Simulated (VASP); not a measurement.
Runs of VASP 6.6.1 on FeCo (Wairauite). The structure is that of space group Pm-3m (No. 221), or close to it. The cells are those of the table. 

| cell | gap on the mesh (eV) | pressure (GPa) | moment (μB) |
| --- | --- | --- | --- |
| a = 2.802 Å, 2 atoms | none | -9.8 | (b) |
| a = 2.747 Å, 2 atoms | none | 3.9 | 4.24 |
| a = 2.784 Å, 2 atoms | none | -5.7 | 4.32 |
| a = 2.728 Å, 2 atoms | none | 9.5 | (a) |

Alike in all rows: task single point; level LDA; potentials or basis VASP PAW LDA potentials, release 64 (Fe, Co); spin collinear, ferromagnetic start; k mesh 16 × 16 × 16; cutoff (eV) 600; smearing gaussian 0.05 eV.

**Question.** Estimate the missing entries.

**Answer.** (a) 4.19; (b) 4.34.

A gap of «none» marks levels without a gap at the run's occupations.
